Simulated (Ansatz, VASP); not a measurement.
**One calculation of Zr2TeSe, two programs**

```
CELL_PARAMETERS angstrom
4.05695 0.00000 0.00000
-2.02848 3.51343 0.00000
0.00000 0.00000 5.58382
ATOMIC_POSITIONS crystal
Zr 0.66667 0.33333 0.23634
Zr 0.66667 0.33333 0.76366
Te 0.00000 0.00000 0.50000
Se 0.33333 0.66667 0.00000
```

Change from the starting cell: species swapped into the Co2SbAs type (P-6m2, No. 187).

Alike in both runs: task single point; functional PBE; k mesh 6 × 6 × 4; occupations gaussian, width 0.1 eV; no spin polarisation.

|  | VASP | Ansatz |
| --- | --- | --- |
| version | VASP 6.6.1 | Ansatz 0.2.0 |
| potentials or method | VASP PAW PBE potentials, release 64 (Zr_sv, Te, Se), cutoff 520 eV | scalar-relativistic, plane waves, PAW |
| valence electrons in the cell | 36 | 56 |

|  | VASP | Ansatz | Ansatz less VASP |
| --- | --- | --- | --- |
| gap on the k mesh at the Fermi level (eV) | none | none | - |
| pressure (GPa) | 27.2 | 27.1 | -0.14 |
| traceless stress, the component that is largest in VASP (GPa) | 11.79 | 11.71 | -0.079 |
| rms of the force components (eV/Å) | 0.156 | 0.146 | -0.0092 |

Atom by atom the forces differ by 0.009 eV/Å (rms over components). A gap of «none» marks a metal or a gap that the smearing closes. VASP's potentials hold 36 valence electrons a cell and Ansatz's 56, so a difference there can come from the potentials and not from the codes.

Spin-orbit coupling is off throughout.
